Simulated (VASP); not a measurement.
Runs of VASP 6.6.1 on Al2B2As. The structure is that of space group P-6m2 (No. 187), or close to it. The cells are those of the table. 

| task | cell | k mesh | cutoff (eV) | gap on the mesh (eV) | pressure (GPa) | relaxed volume (Å³/atom) | largest force (eV/Å) |
| --- | --- | --- | --- | --- | --- | --- | --- |
| single point | a = 3.229, b = 3.229, c = 7.969 Å, angles 90.0, 90.0, 120.0°, 5 atoms | 12 × 12 × 6 | 520 | none | 0.1 | - | 0.02 |
| relaxation of cell and atoms | relaxed from a = 3.170, b = 3.170, c = 8.174 Å, angles 90.0, 90.0, 120.0°, 5 atoms | 12 × 12 × 6 | 600 | none | 0.0 | 14.41 | 0.01 |
| single point | a = 3.760, b = 3.760, c = 5.743 Å, angles 90.0, 90.0, 120.0°, 5 atoms | 6 × 6 × 4 | 520 | none | (a) | - | 37.42 |
| relaxation of cell and atoms | relaxed from a = 3.760, b = 3.760, c = 5.743 Å, angles 90.0, 90.0, 120.0°, 5 atoms | 6 × 6 × 4 | 600 | none | 0.2 | 14.18 | 0.02 |
| single point | a = 3.170, b = 3.170, c = 8.174 Å, angles 90.0, 90.0, 120.0°, 5 atoms | 6 × 6 × 4 | 520 | none | 0.1 | - | 0.02 |

Alike in all rows: level PBE; potentials or basis VASP PAW PBE potentials, release 64 (Al, B, As); no spin polarisation; smearing gaussian 0.1 eV.

Task: Estimate the missing entries.

Result: (a) 92.2.

Caveats: some runs use coarse meshes; forces of over 1 eV/Å act on the atoms, so gaps and moduli don't describe the material at rest (some runs).

A k mesh can miss the band edges, and the runs leave out spin-orbit coupling on As.

A gap of «none» marks levels without a gap at the run's occupations.
